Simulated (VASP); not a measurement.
**Au: single point with PBE**

Crystal: Au.

```xyz
1
Lattice="0.0000 2.0783 2.0783 2.0783 0.0000 2.0783 2.0783 2.0783 0.0000" Properties=species:S:1:pos:R:3 pbc="T T T"
Au    0.0000    0.0000    0.0000
```

```json
{
 "Program": "VASP 6.6.1",
 "Task": "single point",
 "Functional": "PBE",
 "Potentials or basis": "VASP PAW PBE potentials, release 64 (Au)",
 "Cutoff": "520 eV",
 "k mesh": "14 × 14 × 14",
 "Occupations": "fermi-dirac, width 0.03 eV",
 "Spin": "no spin polarisation",
 "Dipole correction": "no",
 "Further INCAR settings": "ALGO = Normal; EDIFF = 1e-06; NBANDS = 12"
}
```

```yaml
Pressure: -0.2 GPa
```

Levels at points of the mesh, in eV from the Fermi level:
```csv
k point,band 4,band 5,band 6,band 7,band 8,band 9
"(0.00, 0.00, 0.00)",-4.34,-2.96,-2.96,14.66,18.36,18.36
"(0.50, 0.00, 0.00)",-1.87,-1.87,-0.63,2.88,14.10,16.82
"(0.50, 0.50, 0.00)",-1.57,-1.57,1.25,5.44,9.94,9.94
```

Run time: 14 s on 1 thread of Intel Xeon 6975P-C (shared host), peak memory 0.15 GiB.

Caveat: spin-orbit coupling is left out, which moves the levels of the heavy elements.
